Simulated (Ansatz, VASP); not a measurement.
# SrTiO3: VASP beside Ansatz

Contents of POSCAR:

```
SrTiO3
1.0
    3.9177112476      0.0000000000      0.0000000000
    0.0000000000      3.9177112476      0.0000000000
    0.3525940123      0.0000000000      3.9177112476
Sr Ti O
1 1 3
Direct
    0.0000000000      0.0000000000      0.0000000000
    0.5000000000      0.5000000000      0.5000000000
    0.5000000000      0.0000000000      0.5000000000
    0.5000000000      0.5000000000      0.0000000000
    0.0000000000      0.5000000000      0.5000000000
```

Contents of INCAR.step1:

```
SYSTEM = SrTiO3
PREC = Accurate
ENCUT = 520
ISMEAR = 0
SIGMA = 0.02
LREAL = .FALSE.
LASPH = .TRUE.
NELM = 150
LMAXMIX = 4
LDAU = .TRUE.
LDAUTYPE = 2
LDAUL = -1 2 -1
LDAUU = 0 4 0
LDAUJ = 0 0 0
NBANDS = 28
GGA = PE
ALGO = Normal
EDIFF = 1E-4
LWAVE = .TRUE.
LCHARG = .FALSE.
```

The input INCAR.step2:

```
SYSTEM = SrTiO3
PREC = Accurate
ENCUT = 520
EDIFF = 1E-6
ISMEAR = 0
SIGMA = 0.02
LREAL = .FALSE.
LASPH = .TRUE.
NELM = 150
ALGO = Normal
ISIF = 2
LWAVE = .FALSE.
LCHARG = .TRUE.
LMAXMIX = 4
LDAU = .TRUE.
LDAUTYPE = 2
LDAUL = -1 2 -1
LDAUU = 0 4 0
LDAUJ = 0 0 0
LDAUPRINT = 1
METAGGA = R2SCAN
LMIXTAU = .TRUE.
LELF = .TRUE.
LVHAR = .TRUE.
NBANDS = 28
ISTART = 1
```

File KPOINTS:

```
Automatic mesh
0
G
  6 6 6
  0 0 0
```

Input for Ansatz:

```yaml
crystal:
  lattice:
    - [3.9177112476, 0.0, 0.0]
    - [0.0, 3.9177112476, 0.0]
    - [0.3525940123, 0.0, 3.9177112476]
  atoms:
    - { symbol: Sr, position: [0.0, 0.0, 0.0] }
    - { symbol: Ti, position: [0.5, 0.5, 0.5] }
    - { symbol: O, position: [0.5, 0.0, 0.5] }
    - { symbol: O, position: [0.5, 0.5, 0.0] }
    - { symbol: O, position: [0.0, 0.5, 0.5] }
basis:
  ecutwfc: 500
kpoints:
  mp_grid: { grid: [6, 6, 6] }
  band_path: { path: [VBM, CBM], npoints: 2 }
hamiltonian:
  xc: r2scan
  hubbard: { sites: [{ species: Ti, l: d, u_eff: 4.0 }] }
scf:
  occupations: { method: gaussian, width: 0.02 }
output:
  forces: true
  stress: true
  eigenvalues: true
checkpoint:
  read: start.run
  write: ck
  compress: false
  write_wavefunctions: false
  write_every: 100000
```

Alike in both runs: task single point; functional r2SCAN; k mesh 6 × 6 × 6; occupations gaussian, width 0.02 eV; no spin polarisation; Hubbard terms Ti d U = 4.0 eV.

```csv
,VASP,Ansatz
version,VASP 6.6.1,Ansatz 0.2.0
potentials or method,"VASP PAW PBE potentials, release 64 (Sr_sv, Ti_sv, O), cutoff 520 eV","scalar-relativistic, plane waves, PAW"
valence electrons in the cell,40,40
```

```tsv
	VASP	Ansatz	Ansatz less VASP
gap on the k mesh at the Fermi level (eV)	2.50	2.48	-0.023
least direct gap on the mesh (eV)	2.73	2.69	-0.036
pressure (GPa)	3.5	0.3	-3.12
traceless stress, the component that is largest in VASP (GPa)	-11.08	-11.11	-0.028
```

VASP's potentials were made for PBE, not for r2SCAN. The programs project onto different local orbitals, so the same U acts differently, and such runs can settle in different states.
